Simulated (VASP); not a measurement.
A run of VASP 6.6.1:

POSCAR

```
GaN
1.0
    0.0000000000      2.1059693758      2.1059693758
    2.1059693758      0.0000000000      2.1059693758
    2.1059693758      2.1059693758      0.0000000000
Ga N
1 1
Direct
    0.0000000000      0.0000000000      0.0000000000
    0.5000000000      0.5000000000      0.5000000000
```

The input INCAR.step1:

```
ALGO = Normal
EDIFF = 1E-5
ENCUT = 520
GGA = PE
ISIF = 2
ISMEAR = -1
LASPH = True
LREAL = False
LWAVE = True
NBANDS = 16
NELM = 100
PREC = Accurate
SIGMA = 0.05
```

Contents of INCAR.step2:

```
AEXX = 0.25
ALGO = Normal
EDIFF = 1E-6
ENCUT = 520
GGA = PE
HFSCREEN = 0.3
ISIF = 2
ISMEAR = -1
ISTART = 1
LASPH = True
LCHARG = True
LELF = True
LHFCALC = True
LREAL = False
LVHAR = True
LWAVE = False
NBANDS = 16
NELM = 100
PREC = Accurate
PRECFOCK = Normal
SIGMA = 0.05
```

The input KPOINTS:

```
k-points
0
Gamma
  6 6 6
```

Potentials or basis: VASP PAW PBE potentials, release 64 (Ga_d, N).

Run with:

```console
$ cat potpaw_PBE.64/Ga_d/POTCAR potpaw_PBE.64/N/POTCAR > POTCAR
$ cp INCAR.step1 INCAR
$ mpirun -np 1 vasp_std > vasp.out
$ cp INCAR.step2 INCAR
$ mpirun -np 1 vasp_std > vasp.out
```

Hardware: 1 thread of Intel Xeon 8259CL, with other jobs on the host.

Problem. Estimate the wall time of this run.

Solution. Wall time 38 min on 1 thread of Intel Xeon 8259CL, on a shared host, peak memory 0.26 GiB. Counts: k points 16.
